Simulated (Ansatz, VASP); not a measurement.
Two plane-wave programs on SiO2

File INCAR:

```
PREC = Accurate
ENCUT = 520
EDIFF = 1E-6
ISMEAR = 0
SIGMA = 0.02
LREAL = False
LASPH = True
NELM = 60
ALGO = Normal
ISIF = 2
LWAVE = False
LCHARG = False
NBANDS = 44
```

File KPOINTS:

```
regular mesh
0
Gamma
  6 6 4
```

Contents of POSCAR:

```
SiO2
1.0
    4.9288855259      0.0000000000      0.0000000000
    0.0000000000      4.9288855259      0.0000000000
    0.0000000000      0.0000000000      7.2888064865
Si O
4 8
Direct
    0.0000000000      0.0000000000      0.0000000000
    0.0000000000      0.5000000000      0.2500000000
    0.5000000000      0.5000000000      0.5000000000
    0.5000000000      0.0000000000      0.7500000000
    0.0985469533      0.2500000000      0.1250000000
    0.2500000000      0.5985469533      0.3750000000
    0.7500000000      0.4014530467      0.3750000000
    0.9014530467      0.7500000000      0.1250000000
    0.5985469533      0.7500000000      0.6250000000
    0.7500000000      0.0985469533      0.8750000000
    0.2500000000      0.9014530467      0.8750000000
    0.4014530467      0.2500000000      0.6250000000
```

Input for Ansatz:

```yaml
crystal:
  lattice:
    - [4.9288870751, 0.0, 0.0]
    - [0.0, 4.9288870751, 0.0]
    - [0.0, 0.0, 7.2888059817]
  atoms:
    - { symbol: Si, position: [0.0, 0.0, 0.0] }
    - { symbol: Si, position: [0.0, 0.5, 0.25] }
    - { symbol: Si, position: [0.5, 0.5, 0.5] }
    - { symbol: Si, position: [0.5, 0.0, 0.75] }
    - { symbol: O, position: [0.0985467053, 0.25, 0.125] }
    - { symbol: O, position: [0.25, 0.5985467053, 0.375] }
    - { symbol: O, position: [0.75, 0.4014532947, 0.375] }
    - { symbol: O, position: [0.9014532947, 0.75, 0.125] }
    - { symbol: O, position: [0.5985467053, 0.75, 0.625] }
    - { symbol: O, position: [0.75, 0.0985467053, 0.875] }
    - { symbol: O, position: [0.25, 0.9014532947, 0.875] }
    - { symbol: O, position: [0.4014532947, 0.25, 0.625] }
basis:
  ecutwfc: 420
kpoints:
  mp_grid: { grid: [6, 6, 4] }
  band_path: { path: [VBM, CBM], npoints: 2 }
hamiltonian:
  xc: lda
scf:
  occupations: { method: gaussian, width: 0.02 }
output:
  forces: true
  stress: true
  eigenvalues: true
checkpoint:
  read: start.run
  write: ck
  compress: false
  write_wavefunctions: false
  write_every: 100000
```

Alike in both runs: task single point; functional LDA; k mesh 6 × 6 × 4; occupations gaussian, width 0.02 eV; no spin polarisation.

```csv
,VASP,Ansatz
version,VASP 6.6.1,Ansatz 0.2.0
potentials or method,"VASP PAW LDA potentials, release 64 (Si, O), cutoff 520 eV","scalar-relativistic, plane waves, PAW"
valence electrons in the cell,64,64
```

|  | VASP | Ansatz | Ansatz less VASP |
| --- | --- | --- | --- |
| gap on the k mesh at the Fermi level (eV) | 5.76 | 5.76 | +0.001 |
| least direct gap on the mesh (eV) | 5.76 | 5.76 | +0.001 |
| pressure (GPa) | 0.6 | 0.0 | -0.55 |
| rms of the force components (eV/Å) | 0.014 | 0.001 | -0.0128 |

LDA's correlation is that of Perdew and Zunger in VASP and of Perdew and Wang (1992) in Ansatz. Atom by atom the forces differ by 0.013 eV/Å (rms over components).
